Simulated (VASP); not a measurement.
# GaN (Pm-3m) in VASP: a series of runs

GaN is run at these levels: PBE, r2SCAN, HSE06; tasks: relaxation of cell and atoms, single point.

Program: VASP 6.6.1. These are calculated values, not measurements. Logs are shortened: lines on timing, memory, paths and dates and some standing lists are left out, and cuts for length are marked.

## (1) The cell of the first run

The structure is cubic, space group Pm-3m (No. 221). The conventional cell has a = 2.374 Å, b = 2.374 Å, c = 2.374 Å, α = 90.00°, β = 90.00°, γ = 90.00°. Within 2.7 Å of Ga (site symmetry m-3m) lie 8 N at 2.06 Å and 6 Ga at 2.37 Å. N (site symmetry m-3m) has 8 Ga at 2.06 Å and 6 N at 2.37 Å within 2.7 Å.

## (2) Relaxation of cell and atoms, PBE

File INCAR:

```
PREC = Accurate ; ENCUT = 600
EDIFF = 1E-6 ; ISMEAR = -1
SIGMA = 0.02 ; LREAL = False
LASPH = True ; NELM = 100
ALGO = Normal ; ISIF = 3
LWAVE = False ; LCHARG = False
GGA = PE ; IBRION = 2
NSW = 80 ; EDIFFG = -0.005
```

File KPOINTS:

```
Automatic mesh
0
Gamma
  10 10 10
```

File POSCAR:

```
GaN
1.0
    2.3738437591      0.0000000000      0.0000000000
    0.0000000000      2.3738437591      0.0000000000
    0.0000000000      0.0000000000      2.3738437591
Ga N
1 1
Direct
    0.0000000000      0.0000000000      0.0000000000
    0.5000000000      0.5000000000      0.5000000000
```

Potentials or basis: VASP PAW PBE potentials, release 64 (Ga_d, N).

Run with:

```console
> cat potpaw_PBE.64/Ga_d/POTCAR potpaw_PBE.64/N/POTCAR > POTCAR
> mpirun -np 1 vasp_std > vasp.out
```

OUTCAR:

```text
PREC = Accurate
   ENCUT = 600
   EDIFF = 1E-6
   ISMEAR = -1
   LREAL = False
   LASPH = True
   NELM = 100
   ISIF = 3
   GGA = PE
   IBRION = 2
   NSW = 80
   EDIFFG = -0.005

 ion  position               nearest neighbor table
   1  0.000  0.000  0.000-   2 2.06   2 2.06   2 2.06   2 2.06   2 2.06   2 2.06   2 2.06   2 2.06

   2  0.500  0.500  0.500-   1 2.06   1 2.06   1 2.06   1 2.06   1 2.06   1 2.06   1 2.06   1 2.06

  LATTYP: Found a simple cubic cell.
 ALAT       =     2.3738437591

  Lattice vectors:

 A1 = (   2.3738437591,   0.0000000000,   0.0000000000)
 A2 = (   0.0000000000,   2.3738437591,   0.0000000000)
 A3 = (   0.0000000000,   0.0000000000,   2.3738437591)

Analysis of symmetry for initial positions (statically):
=====================================================================
 Subroutine PRICEL returns:
 Original cell was already a primitive cell.

 Routine SETGRP: Setting up the symmetry group for a
 simple cubic supercell.

 Subroutine GETGRP returns: Found 48 space group operations
 (whereof 48 operations were pure point group operations)
 out of a pool of 48 trial point group operations.

The static configuration has the point symmetry O_h .

Analysis of symmetry for dynamics (positions and initial velocities):
=====================================================================
 Subroutine PRICEL returns:
 Original cell was already a primitive cell.

 Routine SETGRP: Setting up the symmetry group for a
 simple cubic supercell.

 Subroutine GETGRP returns: Found 48 space group operations
 (whereof 48 operations were pure point group operations)
 out of a pool of 48 trial point group operations.

The dynamic configuration has the point symmetry O_h .

 Subroutine INISYM returns: Found 48 space group operations
 (whereof 48 operations are pure point group operations),
 and found     1 'primitive' translations

----------------------------------------------------------------------------------------

                                     Primitive cell

  volume of cell :      13.3769

  direct lattice vectors                    reciprocal lattice vectors
     2.373843759  0.000000000  0.000000000     0.421257716  0.000000000  0.000000000
     0.000000000  2.373843759  0.000000000     0.000000000  0.421257716  0.000000000
     0.000000000  0.000000000  2.373843759     0.000000000  0.000000000  0.421257716

  length of vectors
     2.373843759  2.373843759  2.373843759     0.421257716  0.421257716  0.421257716

  position of ions in fractional coordinates (direct lattice)
     0.000000000  0.000000000  0.000000000
     0.500000000  0.500000000  0.500000000

  ion indices of the primitive-cell ions
   primitive index   ion index
                 1           1
                 2           2

----------------------------------------------------------------------------------------

 KPOINTS: Automatic mesh

Automatic generation of k-mesh.
 Grid dimensions read from file:
 generate k-points for:   10   10   10

 Generating k-lattice:

  Cartesian coordinates                     Fractional coordinates (reciprocal lattice)
     0.042125772  0.000000000  0.000000000     0.100000000  0.000000000  0.000000000
     0.000000000  0.042125772  0.000000000     0.000000000  0.100000000  0.000000000
     0.000000000  0.000000000  0.042125772     0.000000000  0.000000000  0.100000000

  Length of vectors
     0.042125772  0.042125772  0.042125772

  Shift w.r.t. Gamma in fractional coordinates (k-lattice)
     0.000000000  0.000000000  0.000000000

 Subroutine IBZKPT returns following result:
 ===========================================

 Found     56 irreducible k-points:

 Following reciprocal coordinates:
            Coordinates               Weight
  0.000000  0.000000  0.000000      1.000000
  0.100000  0.000000  0.000000      6.000000
  0.200000  0.000000  0.000000      6.000000
  0.300000  0.000000  0.000000      6.000000
  0.400000  0.000000  0.000000      6.000000
  0.500000  0.000000  0.000000      3.000000
[... 16 lines left out ...]
  0.200000  0.100000  0.100000     24.000000
  0.300000  0.100000  0.100000     24.000000
 [... further k-points ...]
   k-points           NKPTS =     56   k-points in BZ     NKDIM =     56   number of bands    NBANDS=     13
   number of dos      NEDOS =    301   number of ions     NIONS =      2
   total plane-waves  NPLWV =   8000
   dimension x,y,z NGX =    20 NGY =   20 NGZ =   20
   dimension x,y,z NGXF=    40 NGYF=   40 NGZF=   40
   ions per type =               1   1
   NGX,Y,Z   is equivalent  to a cutoff of  14.01, 14.01, 14.01 a.u.
   NGXF,Y,Z  is equivalent  to a cutoff of  28.01, 28.01, 28.01 a.u.
 SYSTEM =  unknown system
   PREC   = accura    normal or accurate (medium, high low for compatibility)
   ISTART =      0    job   : 0-new  1-cont  2-samecut
   ICHARG =      2    charge: 1-file 2-atom 10-const
   ISPIN  =      1    spin polarized calculation?
[... 49 lines left out ...]
  ---------------------------------------------------
  ext. energy  EPLUGINS =         0.00000000
  ---------------------------------------------------
  free energy    TOTEN  =        -6.26339801 eV

  energy without entropy =       -6.26249225  energy(sigma->0) =       -6.26294513

 E-fermi :  14.4167     XC(G=0): -15.3333

 val. band max:       14.3837439510   @ k =   0.4000   0.2000   0.0000
 cond. band min:      14.4524398960   @ k =   0.4000   0.4000   0.1000
 fundamental gap:      0.0686959450
 Fermi energy:        14.4166729306

 k-point     1 :       0.0000    0.0000    0.0000
  band No.  band energies     occupation
      1      -8.1008      2.00000
      2      -2.5461      2.00000
      3      -2.5461      2.00000
      4      -1.1494      2.00000
      5      -1.1494      2.00000
      6      -1.1494      2.00000
      7      11.9741      2.00000
      8      11.9741      2.00000
      9      11.9741      2.00000
     10      16.8474      0.00000
     11      25.3380      0.00000
     12      25.3380      0.00000
     13      34.4195      0.00000

 k-point     2 :       0.1000    0.0000    0.0000
  band No.  band energies     occupation
      1      -7.8694      2.00000
      2      -2.5305      2.00000
      3      -2.4849      2.00000
      4      -1.2068      2.00000
      5      -1.2068      2.00000
      6      -1.1451      2.00000
      7      10.5362      2.00000
      8      12.1784      2.00000
      9      12.1784      2.00000
     10      17.6012      0.00000
     11      25.5186      0.00000
     12      25.8591      0.00000
     13      33.8501      0.00000
[... 866 lines left out ...]
 VOLUME and BASIS-vectors are now :
 -----------------------------------------------------------------------------
  energy-cutoff  :      600.00
  volume of cell :       20.80
      direct lattice vectors                 reciprocal lattice vectors
     2.750146569 -0.000000000 -0.000000000     0.363616984 -0.000000000 -0.000000000
     0.000000000  2.750146569 -0.000000000     0.000000000  0.363616984 -0.000000000
     0.000000000  0.000000000  2.750146569     0.000000000  0.000000000  0.363616984

 POSITION                                       TOTAL-FORCE (eV/Angst)
 -----------------------------------------------------------------------------------
      0.00000      0.00000      0.00000         0.000000      0.000000     -0.000000
      1.37507      1.37507      1.37507        -0.000000     -0.000000      0.000000
 -----------------------------------------------------------------------------------
    total drift:                                0.000000      0.000000      0.000000

  FREE ENERGIE OF THE ION-ELECTRON SYSTEM (eV)
  ---------------------------------------------------
  free  energy   TOTEN  =        -8.9253522313 eV

  energy  without entropy=       -8.9232406944  energy(sigma->0) =       -8.92429646

--------------------------------------- Ionic step        5  -------------------------------------------

 number of electron      18.0000019 magnetization

 Free energy of the ion-electron system (eV)
  ---------------------------------------------------
  ext. energy  EPLUGINS =         0.00000000
  ---------------------------------------------------
  free energy    TOTEN  =        -8.92632704 eV

  energy without entropy =       -8.92401769  energy(sigma->0) =       -8.92517236

 E-fermi :   7.5746     XC(G=0): -12.7477

 val. band max:        7.5429218470   @ k =   0.5000   0.4000   0.3000
 cond. band min:       7.5767745761   @ k =   0.4000   0.1000   0.0000
 fundamental gap:      0.0338527291
 Fermi energy:         7.5745620913

 k-point     1 :       0.0000    0.0000    0.0000
  band No.  band energies     occupation
      1      -9.3940      2.00000
      2      -7.6450      2.00000
      3      -7.6450      2.00000
      4      -7.1442      2.00000
      5      -7.1442      2.00000
      6      -7.1442      2.00000
      7       5.7687      2.00000
      8       6.3295      2.00000
      9       6.3295      2.00000
     10       6.3295      2.00000
     11      17.5481      0.00000
     12      17.5481      0.00000
     13      21.1858      0.00000

 k-point     2 :       0.1000    0.0000    0.0000
  band No.  band energies     occupation
      1      -9.2420      2.00000
      2      -7.6408      2.00000
      3      -7.6149      2.00000
      4      -7.1611      2.00000
      5      -7.1611      2.00000
      6      -7.1427      2.00000
      7       4.3032      2.00000
      8       6.4418      2.00000
      9       6.4418      2.00000
     10       7.4121      1.99941
     11      17.2501      0.00000
     12      17.7196      0.00000
     13      20.9520      0.00000
[... 365 lines left out ...]
 VOLUME and BASIS-vectors are now :
 -----------------------------------------------------------------------------
  energy-cutoff  :      600.00
  volume of cell :       20.60
      direct lattice vectors                 reciprocal lattice vectors
     2.741219849 -0.000000000 -0.000000000     0.364801094 -0.000000000 -0.000000000
     0.000000000  2.741219849 -0.000000000     0.000000000  0.364801094 -0.000000000
     0.000000000  0.000000000  2.741219849     0.000000000  0.000000000  0.364801094

 POSITION                                       TOTAL-FORCE (eV/Angst)
 -----------------------------------------------------------------------------------
      0.00000      0.00000      0.00000        -0.000000     -0.000000      0.000000
      1.37061      1.37061      1.37061         0.000000      0.000000      0.000000
 -----------------------------------------------------------------------------------
    total drift:                               -0.000000      0.000000      0.000000

  FREE ENERGIE OF THE ION-ELECTRON SYSTEM (eV)
  ---------------------------------------------------
  free  energy   TOTEN  =        -8.9263270356 eV

  energy  without entropy=       -8.9240176911  energy(sigma->0) =       -8.92517236

 reached required accuracy - stopping structural energy minimisation
```

It took 67 s on 1 thread of Intel Xeon 8259CL, shared host; peak memory 0.14 GiB.

What came out:

```yaml
Free_energy: -8.9263 eV
Relaxed_volume: 10.30 Å³/atom
Relaxed_cell: a = 2.741 Å, b = 2.741 Å, c = 2.741 Å, α = 90.00°, β = 90.00°, γ = 90.00°
Space_group_after_relaxing_to_0.1_Å: Pm-3m (No. 221)
Energy_gained_by_relaxing: 1331.5 meV/atom
Ionic_steps: 5
Pressure_after_relaxing: 0.0 GPa
Band_gap_on_the_k_mesh: zero (bands 9 and 10 overlap by 1.59 eV)
```

Step by step:
| step | energy change (eV) | largest force (eV/Å) | pressure (GPa) | volume (Å³) |
| --- | --- | --- | --- | --- |
| 1 | 0.0000 | 0.0000 | 175.63 | 13.38 |
| 2 | -0.9614 | 0.0000 | -28.94 | 33.18 |
| 3 | -2.6577 | 0.0000 | -3.51 | 21.07 |
| 4 | -2.6620 | 0.0000 | -1.54 | 20.80 |
| 5 | -2.6629 | 0.0000 | -0.05 | 20.60 |

Final structure:
```xyz
2
Lattice="2.7412 0.0000 0.0000 0.0000 2.7412 0.0000 0.0000 0.0000 2.7412" Properties=species:S:1:pos:R:3 pbc="T T T"
Ga    0.0000    0.0000    0.0000
N     1.3706    1.3706    1.3706
```

Levels at points of the mesh, in eV from the Fermi level:
```
           k point  band 7  band 8  band 9  band 10  band 11  band 12
(0.00, 0.00, 0.00)   -1.81   -1.25   -1.25    -1.25     9.97     9.97
(0.50, 0.00, 0.00)   -9.18    0.11    0.11     3.52     4.93    10.76
(0.50, 0.50, 0.00)   -6.09   -6.09   -2.51     0.49     8.26     8.26
(0.50, 0.50, 0.50)   -2.93   -2.93   -2.93     1.57     1.57     1.57
```

Caveat: the volume moved by over 15 % at a fixed basis, so the end points are rough; the structure was generated, so it needn't be the stable form of GaN.

## (3) Relaxation of cell and atoms, r2SCAN

This run uses another cell than the first one, of 10.34 Å³/atom.

File POSCAR:

```
GaN
1.0
    2.7446329327      0.0000000000      0.0000000000
    0.0000000000      2.7446329327      0.0000000000
    0.0000000000      0.0000000000      2.7446329327
Ga N
1 1
Direct
    0.0000000000      0.0000000000      0.0000000000
    0.5000000000      0.5000000000      0.5000000000
```

File INCAR.step1:

```
  PREC = Accurate
  ENCUT = 600
  ISMEAR = -1
  SIGMA = 0.02
  LREAL = False
  LASPH = True
  NELM = 60
  GGA = PE
  ALGO = Normal
  EDIFF = 1E-4
  LWAVE = True
  LCHARG = False
```

File INCAR.step2:

```
  PREC = Accurate
  ENCUT = 600
  EDIFF = 1E-6
  ISMEAR = -1
  SIGMA = 0.02
  LREAL = False
  LASPH = True
  NELM = 60
  ALGO = Normal
  ISIF = 3
  LWAVE = False
  LCHARG = False
  METAGGA = R2SCAN
  LMIXTAU = True
  IBRION = 2
  NSW = 80
  EDIFFG = -0.005
  ISTART = 1
```

File KPOINTS:

```
Automatic mesh
0
Gamma
  8 8 8
```

Potentials or basis: VASP PAW PBE potentials, release 64 (Ga_d, N).

Run with:

```console
> cat potpaw_PBE.64/Ga_d/POTCAR potpaw_PBE.64/N/POTCAR > POTCAR
> cp INCAR.step1 INCAR
> mpirun -np 1 vasp_std > vasp.out
> cp INCAR.step2 INCAR
> mpirun -np 1 vasp_std > vasp.out
```

It took 5.1 min on 1 thread of Intel Xeon 8259CL, shared host; peak memory 0.16 GiB.

It converged, with:

```
Free energy                           : -18.2938 eV
Relaxed volume                        : 9.83 Å³/atom
Relaxed cell                          : a = 2.699 Å, b = 2.699 Å, c = 2.699 Å, α = 90.00°, β = 90.00°, γ = 90.00°
Space group after relaxing (to 0.1 Å) : Pm-3m (No. 221)
Energy gained by relaxing             : 13.0 meV/atom
Ionic steps                           : 5
Pressure after relaxing               : 0.1 GPa
Band gap on the k mesh                : zero (bands 9 and 10 overlap by 1.64 eV)
```

Step by step:
| step | energy change (eV) | largest force (eV/Å) | pressure (GPa) | volume (Å³) |
| --- | --- | --- | --- | --- |
| 1 | 0.0000 | 0.0000 | -7.67 | 20.68 |
| 2 | -0.0210 | 0.0000 | 4.01 | 19.23 |
| 3 | -0.0259 | 0.0000 | 0.17 | 19.65 |
| 4 | -0.0259 | 0.0000 | -0.09 | 19.67 |
| 5 | -0.0259 | 0.0000 | 0.06 | 19.67 |

Final structure:
```
CELL_PARAMETERS angstrom
2.69931 0.00000 0.00000
0.00000 2.69931 0.00000
0.00000 0.00000 2.69931
ATOMIC_POSITIONS crystal
Ga 0.00000 0.00000 0.00000
N 0.50000 0.50000 0.50000
```

Levels at points of the mesh, in eV from the Fermi level:
```tsv
k point	band 7	band 8	band 9	band 10	band 11	band 12
(0.00, 0.00, 0.00)	-1.57	-1.57	-1.57	-1.48	10.43	10.43
(0.50, 0.00, 0.00)	-9.99	-0.04	-0.04	4.01	5.67	11.42
(0.50, 0.50, 0.00)	-6.84	-6.84	-2.54	0.38	9.10	9.10
(0.50, 0.50, 0.50)	-3.41	-3.41	-3.41	1.54	1.54	1.54
```

Caveat: the structure was generated, so it needn't be the stable form of GaN; the PAW data sets were made with another functional, which shifts forces and pressure a little.

## (4) Single point, HSE06

This run uses another cell than the first one, of 9.79 Å³/atom.

File POSCAR:

```
GaN
1.0
    2.6955547287      0.0000000000      0.0000000000
    0.0000000000      2.6955547287      0.0000000000
    0.0000000000      0.0000000000      2.6955547287
Ga N
1 1
Direct
    0.0000000000      0.0000000000      0.0000000000
    0.5000000000      0.5000000000      0.5000000000
```

File INCAR.step1:

```
  PREC = Accurate
  ENCUT = 520
  EDIFF = 1E-5
  ISMEAR = -1
  SIGMA = 0.02
  LREAL = False
  LASPH = True
  NELM = 80
  ALGO = Normal
  ISIF = 2
  LWAVE = True
  GGA = PE
  NBANDS = 16
```

File INCAR.step2:

```
  PREC = Accurate
  ENCUT = 520
  EDIFF = 1E-6
  ISMEAR = -1
  SIGMA = 0.02
  LREAL = False
  LASPH = True
  NELM = 80
  ALGO = Normal
  ISIF = 2
  LWAVE = False
  LCHARG = True
  GGA = PE
  LHFCALC = True
  HFSCREEN = 0.2079
  PRECFOCK = Normal
  LELF = True
  LVHAR = True
  ISTART = 1
  NBANDS = 16
```

File KPOINTS:

```
Automatic mesh
0
Gamma
  6 6 6
```

Run with:

```console
> cat potpaw_PBE.64/Ga_d/POTCAR potpaw_PBE.64/N/POTCAR > POTCAR
> cp INCAR.step1 INCAR
> mpirun -np 1 vasp_std > vasp.out
> cp INCAR.step2 INCAR
> mpirun -np 1 vasp_std > vasp.out
```

It took 51 min on 1 thread of Intel Xeon 8259CL, shared host; peak memory 0.24 GiB.

Results (log left out):

```yaml
Free_energy: -10.9706 eV
Pressure: -1.6 GPa
Band_gap_on_the_k_mesh: zero (bands 9 and 10 overlap by 1.28 eV)
```

Levels at points of the mesh, in eV from the Fermi level:
```tsv
k point	band 7	band 8	band 9	band 10	band 11	band 12
(0.00, 0.00, 0.00)	-1.88	-1.88	-1.88	-1.27	10.57	10.57
(0.50, 0.00, 0.00)	-10.96	-0.21	-0.21	4.32	6.50	11.96
(0.50, 0.50, 0.00)	-7.52	-7.52	-2.52	0.42	9.83	9.83
(0.50, 0.50, 0.50)	-3.85	-3.85	-3.85	1.69	1.69	1.69
```

Caveat: the k points lie up to 0.39 Å⁻¹ apart, too coarse for converged energies and pressures of a metal; the structure was generated, so it needn't be the stable form of GaN; the PAW data sets were made with another functional, which shifts forces and pressure a little.

## (5) The runs side by side

| task | level | cell | k mesh | cutoff (eV) | grid for exact exchange (PRECFOCK) | share of exact exchange | screening parameter | gap on the mesh (eV) | pressure (GPa) | relaxed volume (Å³/atom) |
| --- | --- | --- | --- | --- | --- | --- | --- | --- | --- | --- |
| relaxation of cell and atoms | PBE | relaxed from a = 2.374 Å, 2 atoms | 10 × 10 × 10 | 600 | - | - | - | none | 0.0 | 10.30 |
| relaxation of cell and atoms | r2SCAN | relaxed from a = 2.745 Å, 2 atoms | 8 × 8 × 8 | 600 | - | - | - | none | 0.1 | 9.83 |
| single point | HSE06 | a = 2.696 Å, 2 atoms | 6 × 6 × 6 | 520 | Normal | 0.25 | 0.2079 1/Å | none | -1.6 | - |

Alike in all rows: potentials or basis VASP PAW PBE potentials, release 64 (Ga_d, N); no spin polarisation; smearing fermi-dirac 0.02 eV.

Caveats: some runs use coarse meshes; the structure was generated, so it needn't be the stable form of GaN; the PAW data sets were made with another functional, which shifts forces and pressure a little (at least some runs); the volume moved by over 15 % at a fixed basis, so the end points are rough (at least some runs).

Absolute energies hang on the potentials; compare differences alone.

The gap in the log of VASP goes by the Fermi energy; the results here count the filled bands.